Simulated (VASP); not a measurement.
Wanted: the native input for a VASP 6.6.1 run.

```yaml
Task: single point
Functional: PBE
Potentials_or_basis: VASP PAW PBE potentials, release 64 (Ge_d, Si)
Cutoff: 520 eV
k_mesh: 7 × 7 × 1
Occupations: gaussian, width 0.1 eV
Spin: no spin polarisation
Dipole_correction: yes
Further_INCAR_settings: ALGO = Normal; EDIFF = 1e-06; NBANDS = 38
```

The structure of SiGe4 lies in POSCAR:

```
SiGe4
1.0
    4.0740542171      0.0000000000      0.0000000000
    0.0000000000      4.0740542171      0.0000000000
    0.0000000000      0.0000000000     19.8557569412
Ge Si
4 1
Direct
    0.0000000000      0.5000000000      0.2014529092
    0.0000000000      0.0000000000      0.2739958843
    0.5000000000      0.0000000000      0.3493666172
    0.5000000000      0.5000000000      0.4208228861
    0.7500000000      1.0000000000      0.4779316535
```

These files were run (other wordings do the same):

INCAR

```
SYSTEM = SiGe4
ALGO = Normal ; DIPOL = 0.5 0.5 0.345
EDIFF = 1E-6 ; ENCUT = 520
GGA = PE ; IDIPOL = 3
ISIF = 2 ; ISMEAR = 0
LASPH = .TRUE. ; LCHARG = .FALSE.
LDIPOL = .TRUE. ; LREAL = .FALSE.
LWAVE = .FALSE. ; NBANDS = 38
NELM = 80 ; PREC = Accurate
SIGMA = 0.1
```

KPOINTS

```
k-points
0
G
  7 7 1
  0 0 0
```

Potentials or basis: VASP PAW PBE potentials, release 64 (Ge_d, Si).

Run with:

```sh
$ cat potpaw_PBE.64/Ge_d/POTCAR potpaw_PBE.64/Si/POTCAR > POTCAR
$ mpirun -np 1 vasp_std > vasp.out
```

It gave:

The largest force is 1.164 eV/Å. The band gap on the k mesh is zero (band 30 reaches -0.63 eV, above the bottom of band 31 at -1.89 eV).

Wall time 3 min on 1 thread of AMD EPYC 9R45 96-Core Processor (Zen 5), with other jobs on the host, peak memory 0.42 GiB.
